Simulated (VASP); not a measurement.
# MgO (P6_3mc) in VASP: a series of runs

MgO is run at these levels: LDA; tasks: single point, relaxation of cell and atoms.

Program: VASP 6.6.1. These are calculated values, not measurements. Logs are shortened: lines on timing, memory, paths and dates and some standing lists are left out, and cuts for length are marked.

## 1. The cell of the first run

Symmetry: P6_3mc, No. 186, hexagonal system. Conventional cell: a = 3.273 Å, b = 3.273 Å, c = 4.913 Å, α = 90.00°, β = 90.00°, γ = 120.00°. Within 2.6 Å of Mg (site symmetry 3m) lie 4 O at 1.95 to 1.97 Å. Within 2.6 Å of O (site symmetry 3m) lie 4 Mg at 1.95 to 1.97 Å.

## 2. Single point, LDA

The input, INCAR:

```
SYSTEM = MgO
  PREC = Accurate
  ENCUT = 840
  EDIFF = 1E-6
  ISMEAR = 0
  SIGMA = 0.02
  LREAL = .False.
  LASPH = .True.
  NELM = 120
  ALGO = Normal
  ISIF = 2
  LWAVE = .False.
  LCHARG = .False.
  NBANDS = 24
  GGA_COMPAT = .False.
```

The input, KPOINTS:

```
regular mesh
0
Gamma
  6 6 4
  0 0 0
```

The input, POSCAR:

```
MgO
1.0
    3.2734014573     -0.0000000029      0.0000000000
   -1.6367007262      2.8348488202      0.0000000000
    0.0000000000      0.0000000000      4.9127406013
Mg O
2 2
Direct
    0.3333333333      0.6666666667      0.0016499835
    0.6666666667      0.3333333333      0.5016499835
    0.3333333333      0.6666666667      0.4029500165
    0.6666666667      0.3333333333      0.9029500165
```

Potentials or basis: VASP PAW LDA potentials, release 64 (Mg_sv, O).

Command:

```sh
> cat potpaw_LDA.64/Mg_sv/POTCAR potpaw_LDA.64/O/POTCAR > POTCAR
> mpirun -np 1 vasp_std > vasp.out
```

OUTCAR:

```text
SYSTEM = MgO
   PREC = Accurate
   ENCUT = 840
   EDIFF = 1E-6
   ISMEAR = 0
   LREAL = .False.
   LASPH = .True.
   NELM = 120
   ISIF = 2

 ion  position               nearest neighbor table
   1  0.333  0.667  0.002-   4 1.95   4 1.95   4 1.95   3 1.97
   2  0.667  0.333  0.502-   3 1.95   3 1.95   3 1.95   4 1.97
   3  0.333  0.667  0.403-   2 1.95   2 1.95   2 1.95   1 1.97
   4  0.667  0.333  0.903-   1 1.95   1 1.95   1 1.95   2 1.97

  LATTYP: Found a hexagonal cell.
 ALAT       =     3.2734014573
 C/A-ratio  =     1.5008060164

  Lattice vectors:

 A1 = (   3.2734014573,  -0.0000000029,   0.0000000000)
 A2 = (  -1.6367007262,   2.8348488202,   0.0000000000)
 A3 = (   0.0000000000,   0.0000000000,   4.9127406013)

Analysis of symmetry for initial positions (statically):
=====================================================================
 Subroutine PRICEL returns:
 Original cell was already a primitive cell.

 Routine SETGRP: Setting up the symmetry group for a
 hexagonal supercell.

 Subroutine GETGRP returns: Found 12 space group operations
 (whereof  6 operations were pure point group operations)
 out of a pool of 24 trial point group operations.

The static configuration has the point symmetry C_3v.
 The point group associated with its full space group is C_6v.

Analysis of symmetry for dynamics (positions and initial velocities):
=====================================================================
 Subroutine PRICEL returns:
 Original cell was already a primitive cell.

 Routine SETGRP: Setting up the symmetry group for a
 hexagonal supercell.

 Subroutine GETGRP returns: Found 12 space group operations
 (whereof  6 operations were pure point group operations)
 out of a pool of 24 trial point group operations.

The dynamic configuration has the point symmetry C_3v.
 The point group associated with its full space group is C_6v.

 Subroutine INISYM returns: Found 12 space group operations
 (whereof  6 operations are pure point group operations),
 and found     1 'primitive' translations

----------------------------------------------------------------------------------------

                                     Primitive cell

  volume of cell :      45.5883

  direct lattice vectors                    reciprocal lattice vectors
     3.273401457 -0.000000003  0.000000000     0.305492624  0.176376248  0.000000000
    -1.636700726  2.834848820  0.000000000     0.000000000  0.352752497  0.000000000
     0.000000000  0.000000000  4.912740601     0.000000000  0.000000000  0.203552372

  length of vectors
     3.273401457  3.273401457  4.912740601     0.352752497  0.352752497  0.203552372

  position of ions in fractional coordinates (direct lattice)
     0.333333333  0.666666667  0.001649984
     0.666666667  0.333333333  0.501649984
     0.333333333  0.666666667  0.402950017
     0.666666667  0.333333333  0.902950017

  ion indices of the primitive-cell ions
   primitive index   ion index
                 1           1
                 2           2
                 3           3
                 4           4

----------------------------------------------------------------------------------------

 KPOINTS: regular mesh

Automatic generation of k-mesh.
 Grid dimensions read from file:
 generate k-points for:    6    6    4

 Generating k-lattice:

  Cartesian coordinates                     Fractional coordinates (reciprocal lattice)
     0.050915437  0.029396041  0.000000000     0.166666667  0.000000000  0.000000000
     0.000000000  0.058792083  0.000000000     0.000000000  0.166666667  0.000000000
     0.000000000  0.000000000  0.050888093     0.000000000  0.000000000  0.250000000

  Length of vectors
     0.058792083  0.058792083  0.050888093

  Shift w.r.t. Gamma in fractional coordinates (k-lattice)
     0.000000000  0.000000000  0.000000000

 Subroutine IBZKPT returns following result:
 ===========================================

 Found     21 irreducible k-points:

 Following reciprocal coordinates:
            Coordinates               Weight
  0.000000  0.000000  0.000000      1.000000
  0.166667 -0.000000  0.000000      6.000000
  0.333333 -0.000000  0.000000      6.000000
  0.500000 -0.000000  0.000000      3.000000
  0.166667  0.166667  0.000000      6.000000
  0.333333  0.166667  0.000000     12.000000
[... 13 lines left out ...]
  0.333333  0.166667  0.500000     12.000000
  0.333333  0.333333  0.500000      2.000000
   k-points           NKPTS =     21   k-points in BZ     NKDIM =     21   number of bands    NBANDS=     24
   number of dos      NEDOS =    301   number of ions     NIONS =      4
   total plane-waves  NPLWV =  49152
   dimension x,y,z NGX =    32 NGY =   32 NGZ =   48
   dimension x,y,z NGXF=    64 NGYF=   64 NGZF=   96
   ions per type =               2   2
   NGX,Y,Z   is equivalent  to a cutoff of  16.25, 16.25, 16.24 a.u.
   NGXF,Y,Z  is equivalent  to a cutoff of  32.50, 32.50, 32.49 a.u.
 SYSTEM =  MgO
[... 65 lines left out ...]
 k-point     1 :       0.0000    0.0000    0.0000
  band No.  band energies     occupation
      1     -69.9892      2.00000
      2     -69.9832      2.00000
      3     -37.5372      2.00000
      4     -37.4778      2.00000
      5     -37.4764      2.00000
      6     -37.4764      2.00000
[... 16 lines left out ...]
     23      17.2659      0.00000
     24      17.2659      0.00000

 k-point     2 :       0.1667   -0.0000    0.0000
  band No.  band energies     occupation
      1     -69.9883      2.00000
      2     -69.9830      2.00000
      3     -37.5331      2.00000
      4     -37.4840      2.00000
      5     -37.4806      2.00000
      6     -37.4789      2.00000
[... 16 lines left out ...]
     23      16.3900      0.00000
     24      16.5934      0.00000

 k-point     3 :       0.3333   -0.0000    0.0000
  band No.  band energies     occupation
      1     -69.9863      2.00000
      2     -69.9829      2.00000
      3     -37.5232      2.00000
      4     -37.4989      2.00000
      5     -37.4925      2.00000
      6     -37.4861      2.00000
[... 16 lines left out ...]
     23      15.3184      0.00000
     24      16.4099      0.00000

 k-point     4 :       0.5000   -0.0000    0.0000
  band No.  band energies     occupation
      1     -69.9850      2.00000
      2     -69.9832      2.00000
      3     -37.5170      2.00000
      4     -37.5048      2.00000
      5     -37.5016      2.00000
      6     -37.4916      2.00000
[... 16 lines left out ...]
     23      15.0508      0.00000
     24      16.7973      0.00000

 k-point     5 :       0.1667    0.1667    0.0000
  band No.  band energies     occupation
      1     -69.9868      2.00000
      2     -69.9828      2.00000
      3     -37.5258      2.00000
      4     -37.4926      2.00000
      5     -37.4899      2.00000
      6     -37.4854      2.00000
[... 16 lines left out ...]
     23      15.2838      0.00000
     24      16.6465      0.00000

 k-point     6 :       0.3333    0.1667    0.0000
  band No.  band energies     occupation
      1     -69.9852      2.00000
      2     -69.9832      2.00000
      3     -37.5161      2.00000
      4     -37.5021      2.00000
      5     -37.4990      2.00000
      6     -37.4922      2.00000
[... 16 lines left out ...]
     23      14.8336      0.00000
     24      16.8085      0.00000
[... 298 lines left out ...]
 k-point    18 :       0.5000   -0.0000    0.5000
  band No.  band energies     occupation
      1     -69.9842      2.00000
      2     -69.9842      2.00000
      3     -37.5236      2.00000
      4     -37.5236      2.00000
      5     -37.4842      2.00000
      6     -37.4842      2.00000
[... 16 lines left out ...]
     23      15.8928      0.00000
     24      15.8928      0.00000

 k-point    19 :       0.1667    0.1667    0.5000
  band No.  band energies     occupation
      1     -69.9849      2.00000
      2     -69.9849      2.00000
      3     -37.5152      2.00000
      4     -37.5152      2.00000
      5     -37.4811      2.00000
      6     -37.4811      2.00000
[... 16 lines left out ...]
     23      16.0009      0.00000
     24      16.0009      0.00000

 k-point    20 :       0.3333    0.1667    0.5000
  band No.  band energies     occupation
      1     -69.9841      2.00000
      2     -69.9841      2.00000
      3     -37.5215      2.00000
      4     -37.5215      2.00000
      5     -37.4854      2.00000
      6     -37.4854      2.00000
[... 16 lines left out ...]
     23      16.2814      0.00000
     24      16.2814      0.00000

 k-point    21 :       0.3333    0.3333    0.5000
  band No.  band energies     occupation
      1     -69.9839      2.00000
      2     -69.9839      2.00000
      3     -37.5218      2.00000
      4     -37.5218      2.00000
      5     -37.4888      2.00000
      6     -37.4888      2.00000
[... 16 lines left out ...]
     23      16.7429      0.00000
     24      16.7429      0.00000

------------------------ aborting loop because EDIFF is reached ----------------------------------------

  FORCE on cell =-STRESS in cart. coord.  units (eV):
  Direction    XX          YY          ZZ          XY          YZ          ZX
  --------------------------------------------------------------------------------------
  -------------------------------------------------------------------------------------
  Total        0.1420212      0.1420212      0.0913148     -0.0000000     -0.0000000      0.0000000
  in kB        4.9912670      4.9912670      3.2092158     -0.0000000     -0.0000000      0.0000000
  external PRESSURE =       4.3972499 kB  Pullay stress =       0.0000000 kB

 VOLUME and BASIS-vectors are now :
 -----------------------------------------------------------------------------
  energy-cutoff  :      840.00
  volume of cell :       45.59
      direct lattice vectors                 reciprocal lattice vectors
     3.273401457 -0.000000003  0.000000000     0.305492624  0.176376248  0.000000000
    -1.636700726  2.834848820  0.000000000     0.000000000  0.352752497  0.000000000
     0.000000000  0.000000000  4.912740601     0.000000000  0.000000000  0.203552372

 POSITION                                       TOTAL-FORCE (eV/Angst)
 -----------------------------------------------------------------------------------
      0.00000      1.88990      0.00811        -0.000000      0.000000     -0.008767
      1.63670      0.94495      2.46448         0.000000     -0.000000     -0.008767
      0.00000      1.88990      1.97959        -0.000000      0.000000      0.008767
      1.63670      0.94495      4.43596        -0.000000      0.000000      0.008767
 -----------------------------------------------------------------------------------
    total drift:                               -0.000001      0.000000     -0.002978

  FREE ENERGIE OF THE ION-ELECTRON SYSTEM (eV)
  ---------------------------------------------------
  free  energy   TOTEN  =       -25.9035987275 eV

  energy  without entropy=      -25.9035987275  energy(sigma->0) =      -25.90359873
```

Run time: 44 s. Hardware: 1 thread of Intel Xeon Platinum 8175M at 2.50GHz (Skylake/Cascade Lake), shared host; peak memory 0.19 GiB.

Results:

* Free energy: -25.9036 eV
* Pressure: 0.4 GPa
* Largest force: 0.009 eV/Å
* Band gap on the k mesh: 3.55 eV

Forces on the atoms (eV/Å):
```
Mg   0.000  0.000 -0.009
Mg   0.000  0.000 -0.009
O    0.000  0.000  0.009
O    0.000  0.000  0.009
```

Stress tensor (GPa, compression positive):
```
0.50 0.00 0.00
0.00 0.50 0.00
0.00 0.00 0.32
```

## 3. Relaxation of cell and atoms, LDA

This run uses another cell than the first one, of 11.80 Å³/atom.

The input, INCAR:

```
ALGO = Normal ; EDIFF = 1E-7
EDIFFG = -0.002 ; ENCUT = 840
GGA_COMPAT = False ; IBRION = 2
ISIF = 3 ; ISMEAR = 0
LASPH = True ; LCHARG = False
LREAL = False ; LWAVE = False
NELM = 120 ; NELMIN = 4
NSW = 100 ; PREC = Accurate
SIGMA = 0.02
```

The input, KPOINTS:

```
k-points
0
Gamma
  6 6 4
```

The input, POSCAR:

```
MgO
1.0
    3.3077869900      0.0000000000      0.0000000000
   -1.6538934900      2.8646275600      0.0000000000
    0.0000000000      0.0000000000      4.9828816700
Mg O
2 2
Direct
    0.3333333300      0.6666666700      0.0021597400
    0.6666666700      0.3333333300      0.5021597400
    0.3333333300      0.6666666700      0.4024402600
    0.6666666700      0.3333333300      0.9024402600
```

Potentials or basis: VASP PAW LDA potentials, release 64 (Mg_sv, O).

Command:

```sh
> cat potpaw_LDA.64/Mg_sv/POTCAR potpaw_LDA.64/O/POTCAR > POTCAR
> mpirun -np 1 vasp_std > vasp.out
```

Wall time 16 min (1 thread of AMD EPYC 7R43 (Zen 3), shared host); peak memory 0.15 GiB.

Results (log left out):

```
Free energy                           : -26.1507 eV
Relaxed volume                        : 10.71 Å³/atom
Relaxed cell                          : a = 3.453 Å, b = 3.453 Å, c = 4.148 Å, α = 90.00°, β = 90.00°, γ = 120.00°
Space group after relaxing (to 0.1 Å) : P6_3/mmc (No. 194)
Energy gained by relaxing             : 65.2 meV/atom
Ionic steps                           : 38
Pressure after relaxing               : 0.0 GPa
Band gap on the k mesh                : 3.47 eV
```

The path:
```
step  energy change (eV)  largest force (eV/Å)  pressure (GPa)  volume (Å³)
   1              0.0000                0.0326           -3.84        47.22
   2             -0.0150                0.0167            1.50        45.31
   3             -0.0174                0.0034            0.00        45.81
   4             -0.0174                0.0026           -0.09        45.84
   5             -0.0174                0.0070           -0.09        45.83
   6             -0.0174                0.0180           -0.08        45.82
   7             -0.0174                0.0165           -0.06        45.81
   8             -0.0175                0.0122            0.00        45.78
   9             -0.0175                0.0033            0.14        45.73
  10             -0.0175                0.0012            0.11        45.73
  11             -0.0176                0.0045            0.06        45.74
  12             -0.0176                0.0153           -0.06        45.76
  13             -0.0176                0.0124           -0.09        45.75
  14             -0.0177                0.0035           -0.13        45.75
  15             -0.0177                0.0150           -0.20        45.73
  16             -0.0177                0.0070           -0.15        45.74
  17             -0.0178                0.0086           -0.09        45.70
  18             -0.0178                0.0142            0.13        45.60
  19             -0.0178                0.0130            0.10        45.62
  20             -0.0178                0.0082            0.11        45.60
  21             -0.0179                0.0043            0.16        45.53
  22             -0.0179                0.0248            0.26        45.41
  23             -0.0185                0.0499            0.44        45.15
  24             -0.0266                0.0429            0.81        44.61
  25             -0.0950                0.1133            1.22        43.49
  26             -0.1843                0.5200            7.48        41.02
  27             -0.1611                0.2398            1.91        42.78
  28             -0.2351                0.1513            3.45        41.92
  29             -0.2395                0.0549            4.99        41.48
  30             -0.2424                0.0400            4.33        41.64
  31             -0.2542                0.0328            2.38        42.16
  32             -0.2600                0.0226           -0.35        42.94
  33             -0.2600                0.0233           -0.18        42.89
  34             -0.2604                0.0190           -0.14        42.88
  35             -0.2609                0.0053            0.01        42.84
  36             -0.2609                0.0058            0.01        42.84
  37             -0.2609                0.0038            0.01        42.84
  38             -0.2609                0.0000            0.00        42.84
```

Final structure:
```xyz
4
Lattice="3.4533 0.0000 0.0000 -1.7266 2.9906 0.0000 0.0000 0.0000 4.1484" Properties=species:S:1:pos:R:3 pbc="T T T"
Mg    0.0000    1.9938    3.9506
Mg    1.7266    0.9969    1.8764
O     0.0000    1.9938    1.8763
O     1.7266    0.9969    3.9505
```

Levels at points of the mesh, in eV from the valence-band top:
```csv
k point,band 14,band 15,band 16,band 17,band 18,band 19
"(0.00, 0.00, 0.00)",-0.85,-0.85,0.00,3.47,9.46,12.25
"(0.50, 0.00, 0.00)",-2.05,-1.36,-0.55,6.90,9.19,9.72
"(0.00, 0.00, 0.50)",-1.35,-1.35,-1.35,6.48,6.48,12.81
"(0.50, 0.00, 0.50)",-1.60,-0.87,-0.87,7.24,7.24,12.07
```

Caveat: a cell axis changed by over 15 % at a fixed basis, so the end point is rough.

## 4. Single point, LDA

This run uses another cell than the first one, of 11.80 Å³/atom.

The input, INCAR:

```
SYSTEM = MgO
PREC     = Accurate       ! precision mode
ENCUT    = 840            ! plane-wave cutoff, eV
EDIFF    = 1E-6           ! SCF threshold, eV
ISMEAR   = 0              ! smearing method
SIGMA    = 0.1            ! smearing width, eV
LREAL    = .False.        ! projectors in reciprocal space
LASPH    = .True.         ! aspherical terms in the spheres
NELM     = 120            ! most SCF steps
ALGO     = Normal         ! electronic algorithm
ISIF     = 2              ! what is computed and relaxed
LWAVE    = .False.        ! write WAVECAR
LCHARG   = .False.        ! write CHGCAR
GGA      = CA             ! functional
NBANDS   = 24             ! bands
GGA_COMPAT= .False.
```

The input, KPOINTS:

```
Automatic mesh
0
Gamma
  6 6 4
  0 0 0
```

POSCAR is that of step 3.

Command:

```sh
> cat potpaw_LDA.64/Mg_sv/POTCAR potpaw_LDA.64/O/POTCAR > POTCAR
> mpirun -np 1 vasp_std > vasp.out
```

Wall time 26 s (1 thread of AMD EPYC 7R13 (Zen 3), shared host); peak memory 0.16 GiB.

The run converged. Its results:

```yaml
Free_energy: -25.8898 eV
Pressure: -3.9 GPa
Largest_force: 0.033 eV/Å
Band_gap_on_the_k_mesh: 3.37 eV
```

Forces in eV/Å, atoms in the order of the input:
```
Mg   0.000  0.000  0.033
Mg   0.000  0.000  0.033
O    0.000  0.000 -0.033
O    0.000  0.000 -0.033
```

Stress tensor (GPa, compression positive):
```
-3.97  0.00  0.00
 0.00 -3.97  0.00
 0.00  0.00 -3.62
```

Levels at points of the mesh, in eV from the valence-band top:
| k point | band 14 | band 15 | band 16 | band 17 | band 18 | band 19 |
| --- | --- | --- | --- | --- | --- | --- |
| (0.00, 0.00, 0.00) | -0.45 | -0.45 | 0.00 | 3.37 | 8.33 | 10.17 |
| (0.50, 0.00, 0.00) | -1.33 | -0.85 | -0.52 | 7.59 | 7.90 | 9.05 |
| (0.00, 0.00, 0.50) | -0.63 | -0.63 | -0.63 | 5.87 | 5.87 | 12.98 |
| (0.50, 0.00, 0.50) | -0.95 | -0.73 | -0.73 | 7.19 | 7.19 | 10.61 |

Caveat: the cell stands under tension.

## 5. Summary

| task | cell | smearing | gap on the mesh (eV) | pressure (GPa) | largest force (eV/Å) |
| --- | --- | --- | --- | --- | --- |
| single point | a = 3.273, b = 3.273, c = 4.913 Å, angles 90.0, 90.0, 120.0°, 4 atoms, atomic positions A | gaussian 0.02 eV | 3.55 | 0.4 | 0.01 |
| relaxation of cell and atoms | relaxed from a = 3.308, b = 3.308, c = 4.983 Å, angles 90.0, 90.0, 120.0°, 4 atoms, atomic positions B | gaussian 0.02 eV | 3.47 | 0.0 | - |
| single point | a = 3.308, b = 3.308, c = 4.983 Å, angles 90.0, 90.0, 120.0°, 4 atoms, atomic positions B | gaussian 0.1 eV | 3.37 | -3.9 | 0.03 |

Alike in all rows: level LDA; potentials or basis VASP PAW LDA potentials, release 64 (Mg_sv, O); no spin polarisation; k mesh 6 × 6 × 4; cutoff (eV) 840.

Caveats: a cell axis changed by over 15 % at a fixed basis, so the end point is rough (at least some runs); the cell stands under tension (at least some runs).

Absolute energies hang on the potentials; compare differences alone.
